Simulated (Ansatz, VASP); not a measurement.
One calculation of Cu3N, two programs

Contents of POSCAR:

```
Cu3N
1.0
    3.8268910531      0.0000000000      0.0000000000
    0.0000000000      3.8268910531      0.0000000000
    0.0000000000      0.0000000000      3.8268910531
Cu N
3 1
Direct
    0.5000000000      0.0000000000      0.0000000000
    0.0000000000      0.5000000000      0.0000000000
    0.0000000000      0.0000000000      0.5000000000
    0.0000000000      0.0000000000      0.0000000000
```

File INCAR.step1:

```
SYSTEM = Cu3N
PREC     = Accurate       ! precision mode
ENCUT    = 660            ! plane-wave cutoff, eV
ISMEAR   = -1             ! smearing method
SIGMA    = 0.02           ! smearing width, eV
LREAL    = .FALSE.        ! projectors in reciprocal space
LASPH    = .TRUE.         ! aspherical terms in the spheres
NELM     = 120            ! most SCF steps
NBANDS   = 27             ! bands
GGA      = PE             ! functional
ALGO     = Normal         ! electronic algorithm
EDIFF    = 1E-5           ! SCF threshold, eV
LWAVE    = .TRUE.         ! write WAVECAR
LCHARG   = .FALSE.        ! write CHGCAR
GGA_COMPAT= .FALSE.
```

INCAR.step2

```
SYSTEM = Cu3N
PREC     = Accurate       ! precision mode
ENCUT    = 660            ! plane-wave cutoff, eV
EDIFF    = 1E-6           ! SCF threshold, eV
ISMEAR   = -1             ! smearing method
SIGMA    = 0.02           ! smearing width, eV
LREAL    = .FALSE.        ! projectors in reciprocal space
LASPH    = .TRUE.         ! aspherical terms in the spheres
NELM     = 120            ! most SCF steps
ALGO     = Normal         ! electronic algorithm
ISIF     = 2              ! what is computed and relaxed
LWAVE    = .FALSE.        ! write WAVECAR
LCHARG   = .FALSE.        ! write CHGCAR
METAGGA  = R2SCAN         ! meta-GGA
LMIXTAU  = .TRUE.       
NBANDS   = 27             ! bands
ISTART   = 1            
GGA_COMPAT= .FALSE.
```

Contents of KPOINTS:

```
regular mesh
0
G
  6 6 6
  0 0 0
```

Input for Ansatz:

```yaml
crystal:
  lattice:
    - [3.8268910531, 0.0, 0.0]
    - [0.0, 3.8268910531, 0.0]
    - [0.0, 0.0, 3.8268910531]
  atoms:
    - { symbol: Cu, position: [0.5, 0.0, 0.0] }
    - { symbol: Cu, position: [0.0, 0.5, 0.0] }
    - { symbol: Cu, position: [0.0, 0.0, 0.5] }
    - { symbol: "N", position: [0.0, 0.0, 0.0] }
kpoints:
  mp_grid: { grid: [6, 6, 6] }
hamiltonian:
  xc: r2scan
scf:
  occupations: { method: fermi_dirac, width: 0.02 }
  n_extra_bands: 5
output:
  forces: true
  stress: true
  eigenvalues: true
```

Alike in both runs: task single point; functional r2SCAN; k mesh 6 × 6 × 6; occupations fermi-dirac, width 0.02 eV; no spin polarisation.

|  | VASP | Ansatz |
| --- | --- | --- |
| version | VASP 6.6.1 | Ansatz 0.2.0 |
| potentials or method | VASP PAW PBE potentials, release 64 (Cu, N) | plane waves, PAW |
| plane-wave cutoff (eV) | 660 | 500 |
| valence electrons in the cell | 38 | 62 |

```tsv
	VASP	Ansatz	Ansatz less VASP
pressure (GPa)	-3.0	-3.6	-0.60
```

VASP's potentials were made for PBE, not for r2SCAN. VASP's potentials hold 38 valence electrons a cell and Ansatz's 62, so a difference there can come from the potentials and not from the codes.
